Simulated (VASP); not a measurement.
# CdS in VASP: notebook

Aim: see how the results for CdS move with the level of theory and the settings. Levels: r2SCAN, HSE06. Tasks: single point.

Everything below comes from runs of VASP 6.6.1. Logs are shortened: lines on timing, memory, paths and dates and some standing lists are left out, and cuts for length are marked.

## Step 1: The cell of the first run

The structure is orthorhombic, space group Imm2 (No. 44). The conventional cell has a = 4.123 Å, b = 4.191 Å, c = 5.878 Å, α = 90.00°, β = 90.00°, γ = 90.00°. Within 3.4 Å of Cd (site symmetry mm2) lie 4 S at 2.54 to 2.55 Å. Within 3.4 Å of S (site symmetry mm2) lie 4 Cd at 2.54 to 2.55 Å.

## Step 2: Single point, r2SCAN (shear xy strain -1.6%)

POSCAR reads:

```
CdS
1.0
   -0.0241015617      2.9392148400      2.9392148400
    2.9392148400     -0.0241015617      2.9392148400
    2.9151132783      2.9151132783      0.0000000000
Cd S
1 1
Direct
   -0.0018162356     -0.0018162356      0.0018162356
    0.2518162356      0.2518162356      0.2481837644
```

INCAR.step1 reads:

```
SYSTEM = CdS
PREC = Accurate
ENCUT = 520
ISMEAR = 0
SIGMA = 0.01
LREAL = .False.
LASPH = .True.
NELM = 100
NBANDS = 16
GGA = PE
ALGO = Normal
EDIFF = 1E-4
LWAVE = .True.
LCHARG = .False.
```

INCAR.step2 reads:

```
SYSTEM = CdS
PREC = Accurate
ENCUT = 520
EDIFF = 1E-6
ISMEAR = 0
SIGMA = 0.01
LREAL = .False.
LASPH = .True.
NELM = 100
ALGO = Normal
ISIF = 2
LWAVE = .False.
LCHARG = .False.
METAGGA = R2SCAN
LMIXTAU = .True.
NBANDS = 16
ISTART = 1
```

KPOINTS reads:

```
regular mesh
0
Gamma
  8 8 8
  0 0 0
```

Potentials or basis: VASP PAW PBE potentials, release 64 (Cd, S).

Launch:

```
cat potpaw_PBE.64/Cd/POTCAR potpaw_PBE.64/S/POTCAR > POTCAR
cp INCAR.step1 INCAR
mpirun -np 1 vasp_std > vasp.out
cp INCAR.step2 INCAR
mpirun -np 1 vasp_std > vasp.out
```

OUTCAR:

```text
SYSTEM = CdS
   PREC = Accurate
   ENCUT = 520
   EDIFF = 1E-6
   ISMEAR = 0
   LREAL = .False.
   LASPH = .True.
   NELM = 100
   ISIF = 2
   METAGGA = R2SCAN
   ISTART = 1

 ion  position               nearest neighbor table
   1  0.998  0.998  0.002-   2 2.54   2 2.54   2 2.55   2 2.55
   2  0.252  0.252  0.248-   1 2.54   1 2.54   1 2.55   1 2.55

  LATTYP: Found a body centered orthorhombic cell.
 ALAT       =     4.1225927340
 B/A-ratio  =     1.0165355919
 C/A-ratio  =     1.4259059915

  Lattice vectors:

 A1 = (   0.0241015617,  -2.9392148400,  -2.9392148400)
 A2 = (  -0.0241015617,   2.9392148400,  -2.9392148400)
 A3 = (   2.9392148400,  -0.0241015617,   2.9392148400)

Analysis of symmetry for initial positions (statically):
=====================================================================
 Subroutine PRICEL returns:
 Original cell was already a primitive cell.

 Routine SETGRP: Setting up the symmetry group for a
 body centered orthorhombic supercell.

 Subroutine GETGRP returns: Found  4 space group operations
 (whereof  4 operations were pure point group operations)
 out of a pool of  8 trial point group operations.

The static configuration has the point symmetry C_2v.

Analysis of symmetry for dynamics (positions and initial velocities):
=====================================================================
 Subroutine PRICEL returns:
 Original cell was already a primitive cell.

 Routine SETGRP: Setting up the symmetry group for a
 body centered orthorhombic supercell.

 Subroutine GETGRP returns: Found  4 space group operations
 (whereof  4 operations were pure point group operations)
 out of a pool of  8 trial point group operations.

The dynamic configuration has the point symmetry C_2v.

 Subroutine INISYM returns: Found  4 space group operations
 (whereof  4 operations are pure point group operations),
 and found     1 'primitive' translations

----------------------------------------------------------------------------------------

                                     Primitive cell

  volume of cell :      50.7802

  direct lattice vectors                    reciprocal lattice vectors
    -0.024101562  2.939214840  2.939214840    -0.168729873  0.168729873  0.170113458
     2.939214840 -0.024101562  2.939214840     0.168729873 -0.168729873  0.170113458
     2.915113278  2.915113278  0.000000000     0.171519921  0.171519921 -0.170113458

  length of vectors
     4.156747363  4.156747363  4.122592734     0.293049703  0.293049703  0.296271422

  position of ions in fractional coordinates (direct lattice)
     0.998183764  0.998183764  0.001816236
     0.251816236  0.251816236  0.248183764

  ion indices of the primitive-cell ions
   primitive index   ion index
                 1           1
                 2           2

----------------------------------------------------------------------------------------

 KPOINTS: regular mesh

Automatic generation of k-mesh.
 Grid dimensions read from file:
 generate k-points for:    8    8    8

 Generating k-lattice:

  Cartesian coordinates                     Fractional coordinates (reciprocal lattice)
    -0.021091234  0.021091234  0.021264182     0.125000000  0.000000000  0.000000000
     0.021091234 -0.021091234  0.021264182     0.000000000  0.125000000  0.000000000
     0.021439990  0.021439990 -0.021264182     0.000000000  0.000000000  0.125000000

  Length of vectors
     0.036631213  0.036631213  0.037033928

  Shift w.r.t. Gamma in fractional coordinates (k-lattice)
     0.000000000  0.000000000  0.000000000

 Subroutine IBZKPT returns following result:
 ===========================================

 Found     95 irreducible k-points:

 Following reciprocal coordinates:
            Coordinates               Weight
  0.000000  0.000000  0.000000      1.000000
  0.125000  0.000000  0.000000      4.000000
  0.250000  0.000000  0.000000      4.000000
  0.375000  0.000000  0.000000      4.000000
  0.500000  0.000000  0.000000      2.000000
  0.125000  0.125000  0.000000      2.000000
[... 16 lines left out ...]
  0.125000 -0.000000  0.125000      4.000000
  0.250000  0.000000  0.125000      8.000000
 [... further k-points ...]
   k-points           NKPTS =     95   k-points in BZ     NKDIM =     95   number of bands    NBANDS=     16
   number of dos      NEDOS =    301   number of ions     NIONS =      2
   total plane-waves  NPLWV =  32768
   dimension x,y,z NGX =    32 NGY =   32 NGZ =   32
   dimension x,y,z NGXF=    64 NGYF=   64 NGZF=   64
   ions per type =               1   1
   NGX,Y,Z   is equivalent  to a cutoff of  12.80, 12.80, 12.90 a.u.
   NGXF,Y,Z  is equivalent  to a cutoff of  25.60, 25.60, 25.81 a.u.
 SYSTEM =  CdS
   PREC   = accura    normal or accurate (medium, high low for compatibility)
   ISTART =      1    job   : 0-new  1-cont  2-samecut
   ICHARG =      0    charge: 1-file 2-atom 10-const
   ISPIN  =      1    spin polarized calculation?
   LNONCOLLINEAR =      F non collinear calculations
   LSORBIT =      F    spin-orbit coupling
   LASPH  =      T    aspherical Exc in radial PAW
   ENCUT  =  520.0 eV  38.22 Ry    6.18 a.u.   7.73  7.73  7.67*2*pi/ulx,y,z
   NELM   =    100;   NELMIN=  2; NELMDL=  0     # of ELM steps
   EDIFF  = 0.1E-05   stopping-criterion for ELM
   LREAL  =      F    real-space projection
   EDIFFG = 0.1E-04   stopping-criterion for IOM
   NSW    =      0    number of steps for IOM
   IBRION =     -1    ionic relax: 0-MD 1-quasi-New 2-CG
   NFREE  =      0    steps in history (QN), initial steepest desc. (CG)
   ISIF   =      2    stress and relaxation
   ISYM   =      2    0-nonsym 1-usesym 2-fastsym
   POTIM  = 0.5000    time-step for ionic-motion
   TEBEG  =    0.0;   TEEND  =   0.0 temperature during run
   PSTRESS=    0.0 pullay stress
   NELECT =      18.0000    total number of electrons
   NUPDOWN=      -1.0000    fix difference up-down
   EMIN   =  10.00;   EMAX   =-10.00  energy-range for DOS
   EFERMI =   0.00;   METHOD = LEGACY
   ISMEAR =     0;   SIGMA  =   0.01  broadening in eV -4-tet -1-fermi 0-gaus
   EFERMI_NEDOS =   21; number of points for ismear=-14 and -15
   IALGO  =     38    algorithm
   IMIX   =      4    mixing-type and parameters
     AMIX     =   0.40;   BMIX     =  1.00
     AMIX_MAG =   1.60;   BMIX_MAG =  1.00
  volume/ion in A,a.u.               =      25.39       171.34
  Fermi-wavevector in a.u.,A,eV,Ry     =   1.158601  2.189439 18.263880  1.342357
  Thomas-Fermi vector in A             =   2.295202
   LORBIT       =      0    0 simple, 1 ext, 2 COOP (PROOUT), +10 PAW based schemes
   METAGGA = R2SCAN    functional components
   LHFCALC =     F    Hartree Fock is set to
   AEXX    =    0.0000 exact exchange contribution
   IVDW    =     0    specifies the selected vdW correction
   LEPSILON=     F    determine dielectric tensor
   LRPA    =     F    only Hartree local field effects (RPA)
 non-spin polarized calculation
 Gauss-broadening in eV      SIGMA  =   0.01
  energy-cutoff  :      520.00
  volume of cell :       50.78
 maximum number of plane-waves:      1381
   NGX = 15   NGY = 15   NGZ = 15

 number of electron      18.0000004 magnetization

 Free energy of the ion-electron system (eV)
  ---------------------------------------------------
  ext. energy  EPLUGINS =         0.00000000
  ---------------------------------------------------
  free energy    TOTEN  =       -29.68485700 eV

  energy without entropy =      -29.68485700  energy(sigma->0) =      -29.68485700

 E-fermi :   0.9298     XC(G=0):  -9.6195

 val. band max:        0.8851020682   @ k =   0.0000   0.0000   0.0000
 cond. band min:       2.3888838476   @ k =   0.0000   0.0000   0.0000
 fundamental gap:      1.5037817794
 Fermi energy:         0.9298023119

 k-point     1 :       0.0000    0.0000    0.0000
  band No.  band energies     occupation
      1     -11.8778      2.00000
      2      -7.0377      2.00000
      3      -7.0332      2.00000
      4      -7.0278      2.00000
      5      -6.5529      2.00000
      6      -6.5526      2.00000
[... 8 lines left out ...]
     15      12.8265      0.00000
     16      12.8312      0.00000

 k-point     2 :       0.1250    0.0000    0.0000
  band No.  band energies     occupation
      1     -11.8191      2.00000
      2      -7.0130      2.00000
      3      -7.0062      2.00000
      4      -6.9787      2.00000
      5      -6.5540      2.00000
      6      -6.5530      2.00000
[... 8 lines left out ...]
     15      12.2400      0.00000
     16      13.2902      0.00000

 k-point     3 :       0.2500    0.0000    0.0000
  band No.  band energies     occupation
      1     -11.6764      2.00000
      2      -6.9639      2.00000
      3      -6.9593      2.00000
      4      -6.7819      2.00000
      5      -6.5497      2.00000
      6      -6.5469      2.00000
[... 8 lines left out ...]
     15      12.0481      0.00000
     16      12.5855      0.00000

 k-point     4 :       0.3750    0.0000    0.0000
  band No.  band energies     occupation
      1     -11.5336      2.00000
      2      -6.9244      2.00000
      3      -6.9220      2.00000
      4      -6.5332      2.00000
      5      -6.5279      2.00000
      6      -6.4364      2.00000
[... 8 lines left out ...]
     15      12.7998      0.00000
     16      12.9774      0.00000
[... 324 lines left out ...]
 k-point    22 :      -0.0000   -0.0000    0.1250
  band No.  band energies     occupation
      1     -11.8176      2.00000
      2      -7.0149      2.00000
      3      -7.0096      2.00000
      4      -6.9721      2.00000
      5      -6.5539      2.00000
      6      -6.5534      2.00000
[... 8 lines left out ...]
     15      12.2009      0.00000
     16      13.2433      0.00000

 k-point    23 :       0.1250   -0.0000    0.1250
  band No.  band energies     occupation
      1     -11.7986      2.00000
      2      -6.9941      2.00000
      3      -6.9893      2.00000
      4      -6.9802      2.00000
      5      -6.5675      2.00000
      6      -6.5407      2.00000
[... 8 lines left out ...]
     15      12.9383      0.00000
     16      13.9363      0.00000

 k-point    24 :       0.2500    0.0000    0.1250
  band No.  band energies     occupation
      1     -11.6847      2.00000
      2      -6.9558      2.00000
      3      -6.9377      2.00000
      4      -6.8455      2.00000
      5      -6.5695      2.00000
      6      -6.5293      2.00000
[... 8 lines left out ...]
     15      12.8239      0.00000
     16      14.0515      0.00000

 [... further k-points ...]
[... 5 lines left out ...]
  --------------------------------------------------------------------------------------
  -------------------------------------------------------------------------------------
  Total        0.0906860      0.0906860      0.0897738      0.1359958      0.0000000      0.0000000
  in kB        2.8612502      2.8612502      2.8324716      4.2908283      0.0000000      0.0000000
  external PRESSURE =       2.8516573 kB  Pullay stress =       0.0000000 kB

 VOLUME and BASIS-vectors are now :
 -----------------------------------------------------------------------------
  energy-cutoff  :      520.00
  volume of cell :       50.78
      direct lattice vectors                 reciprocal lattice vectors
    -0.024101562  2.939214840  2.939214840    -0.168729873  0.168729873  0.170113458
     2.939214840 -0.024101562  2.939214840     0.168729873 -0.168729873  0.170113458
     2.915113278  2.915113278  0.000000000     0.171519921  0.171519921 -0.170113458

 POSITION                                       TOTAL-FORCE (eV/Angst)
 -----------------------------------------------------------------------------------
      2.91511      2.91511      5.86775         0.000000      0.000000     -0.001768
      1.45756      1.45756      1.48028        -0.000000     -0.000000      0.001768
 -----------------------------------------------------------------------------------
    total drift:                               -0.000003     -0.000003      0.000391

  FREE ENERGIE OF THE ION-ELECTRON SYSTEM (eV)
  ---------------------------------------------------
  free  energy   TOTEN  =       -29.6848569953 eV

  energy  without entropy=      -29.6848569953  energy(sigma->0) =      -29.68485700
```

Wall time 3 min (1 thread of AMD EPYC 9R45 (Zen 5), shared host); peak memory 0.2 GiB.

Results:

```yaml
Free_energy: -29.6849 eV
Pressure: 0.3 GPa
Band_gap_on_the_k_mesh: 1.50 eV, direct
```

Levels at points of the mesh, in eV from the valence-band top:
| k point | band 7 | band 8 | band 9 | band 10 | band 11 | band 12 |
| --- | --- | --- | --- | --- | --- | --- |
| (0.00, 0.00, 0.00) | -0.06 | -0.03 | 0.00 | 1.50 | 6.95 | 7.05 |
| (0.50, 0.00, 0.00) | -4.38 | -0.78 | -0.72 | 3.46 | 7.49 | 7.50 |
| (0.50, 0.50, 0.00) | -3.91 | -1.94 | -1.81 | 3.82 | 4.72 | 9.65 |
| (0.00, 0.00, 0.50) | -4.33 | -0.81 | -0.76 | 3.35 | 7.40 | 7.40 |
| (0.50, 0.00, 0.50) | -3.91 | -1.88 | -1.88 | 3.85 | 4.70 | 9.64 |

Caveat: the cell differs from its parent crystal (shear xy strain -1.6%); the PAW data sets were made with another functional, which shifts forces and pressure a little.

## Step 3: Single point, HSE06 (epitaxial 111 strain -0.5%)

POSCAR reads:

```
CdS
1.0
    0.0190461122      2.9423891920      2.9423891920
    2.9423891920      0.0190461122      2.9423891920
    2.9423891920      2.9423891920      0.0190461122
Cd S
1 1
Direct
    0.0007202689      0.0007202689      0.0007202689
    0.2492797311      0.2492797311      0.2492797311
```

INCAR.step1 reads:

```
  PREC = Accurate
  ENCUT = 520
  EDIFF = 1E-5
  ISMEAR = 0
  SIGMA = 0.01
  LREAL = F
  LASPH = T
  NELM = 60
  ALGO = Normal
  ISIF = 2
  LWAVE = T
  NBANDS = 16
  GGA = PE
  KPAR = 4
```

INCAR.step2 reads:

```
  PREC = Accurate
  ENCUT = 520
  EDIFF = 1E-6
  ISMEAR = 0
  SIGMA = 0.01
  LREAL = F
  LASPH = T
  NELM = 60
  ALGO = Normal
  ISIF = 2
  LWAVE = F
  LCHARG = T
  GGA = PE
  LHFCALC = T
  HFSCREEN = 0.2079
  PRECFOCK = Normal
  LVHAR = T
  NBANDS = 16
  ISTART = 1
  KPAR = 4
```

KPOINTS reads:

```
regular mesh
0
Gamma
  6 6 6
```

Potentials or basis: VASP PAW PBE potentials, release 64 (Cd, S).

Launch:

```
cat potpaw_PBE.64/Cd/POTCAR potpaw_PBE.64/S/POTCAR > POTCAR
cp INCAR.step1 INCAR
mpirun -np 4 vasp_std > vasp.out
cp INCAR.step2 INCAR
mpirun -np 4 vasp_std > vasp.out
```

It took 10 min on 4 MPI ranks of Intel Xeon Platinum 8488C (Sapphire Rapids), shared host; peak memory 0.29 GiB.

Results (log left out):

| Quantity | Value |
| --- | --- |
| Free energy | -7.6183 eV |
| Pressure | 0.9 GPa |
| Band gap on the k mesh | 2.11 eV, direct |

Stress tensor (GPa, compression positive):
```
 0.91 -0.17 -0.17
-0.17  0.91 -0.17
-0.17 -0.17  0.91
```

Levels at points of the mesh, in eV from the valence-band top:
```
           k point  band 5  band 6  band 7  band 8  band 9  band 10  band 11  band 12  band 13  band 14
(0.00, 0.00, 0.00)   -8.35   -8.35   -0.04    0.00    0.00     2.11     7.61     7.74     7.74    12.65
(0.50, 0.00, 0.00)   -8.32   -7.94   -4.59   -0.82   -0.78     4.05     8.11     8.12     8.62    12.24
(0.50, 0.50, 0.00)   -8.27   -7.87   -4.15   -1.99   -1.94     4.46     5.44    10.45    12.16    12.17
(0.50, 0.50, 0.50)   -8.32   -7.96   -4.62   -0.77   -0.77     4.13     8.20     8.20     8.58    12.27
```

Caveat: the cell differs from its parent crystal (epitaxial 111 strain -0.5%); the PAW data sets were made with another functional, which shifts forces and pressure a little.
